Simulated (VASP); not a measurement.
Here is a VASP 6.6.1 calculation.

The input INCAR:

```
ALGO     = Normal         # electronic algorithm
EDIFF    = 1E-6           # SCF threshold, eV
ENCUT    = 500            # plane-wave cutoff, eV
GGA      = PE             # functional
GGA_COMPAT= False        
ISIF     = 2              # what is computed and relaxed
ISMEAR   = 0              # smearing method
LASPH    = True           # aspherical terms in the spheres
LCHARG   = False          # write CHGCAR
LREAL    = False          # projectors in reciprocal space
LWAVE    = False          # write WAVECAR
NBANDS   = 20             # bands
NELM     = 120            # most SCF steps
PREC     = Accurate       # precision mode
SIGMA    = 0.01           # smearing width, eV
```

File KPOINTS:

```
k-points
0
Gamma
  3 3 3
```

Contents of POSCAR:

```
MoS2
1.0
    1.4711708300      0.8493814800      5.7015643800
   -1.4711708300      0.8493814800      5.7015643800
    0.0000000000     -1.6987619900      5.7015643800
Mo S
1 2
Direct
    0.0044212452      0.0044212452      0.0044212452
    0.2477000000      0.2477000000      0.2477000000
    0.4190000000      0.4190000000      0.4190000000
```

Potentials or basis: VASP PAW PBE potentials, release 64 (Mo_sv, S).

Run with:

```bash
$ cat potpaw_PBE.64/Mo_sv/POTCAR potpaw_PBE.64/S/POTCAR > POTCAR
$ mpirun -np 1 vasp_std > vasp.out
```

Problem. Predict the pressure.

Solution. 55.2 GPa.

Problem. Estimate the band gap on the k mesh.

Solution. 1.27 eV, indirect (least direct gap 2.32 eV).

Problem. Predict the largest force.

Solution. 5.876 eV/Å.

Forces in eV/Å, atoms in the order of the input:
```
Mo   0.000  0.000 -3.865
S    0.000  0.000 -2.011
S    0.000  0.000  5.876
```

Caveat: the k points lie up to 0.83 Å⁻¹ apart; forces of over 1 eV/Å act on the atoms, so gaps and moduli don't describe the material at rest. A k mesh can miss the band edges.
